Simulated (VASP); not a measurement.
Runs of VASP 6.6.1 on Mg3W. The structure is that of space group Pm-3m (No. 221), or close to it. The cells are those of the table. 

| task | level | cell | k mesh | cutoff (eV) | smearing | gap on the mesh (eV) | pressure (GPa) |
| --- | --- | --- | --- | --- | --- | --- | --- |
| single point | PBE+D3(BJ) | a = 4.197 Å, 4 atoms | 12 × 12 × 12 | 520 | methfessel-paxton 0.1 eV | none | -3.7 |
| single point | PBE | a = 4.204 Å, 4 atoms | 4 × 4 × 4 | 520 | gaussian 0.1 eV | none | -0.4 |
| relaxation of cell and atoms | PBE | relaxed from a = 4.128 Å, 4 atoms | 4 × 4 × 4 | 600 | gaussian 0.1 eV | none | 0.0 |
| single point | PBE | a = 4.128 Å, 4 atoms | 4 × 4 × 4 | 520 | gaussian 0.1 eV | none | 4.4 |
| single point | PBE | a = 4.197 Å, 4 atoms | 12 × 12 × 12 | 520 | gaussian 0.1 eV | none | (a) |

Alike in all rows: potentials or basis VASP PAW PBE potentials, release 64 (Mg, W_sv); no spin polarisation.

Task: Fill in the values left out.

Result: (a) -0.1.

Caveats: some runs use coarse meshes; spin-orbit coupling is left out, which moves the levels of the heavy elements; three body term missing (some runs); pairwise dispersion overbinds metals, which lowers pressure and volume (some runs).

A k mesh can miss the band edges, and the runs leave out spin-orbit coupling on W.

A gap of «none» marks levels without a gap at the run's occupations.
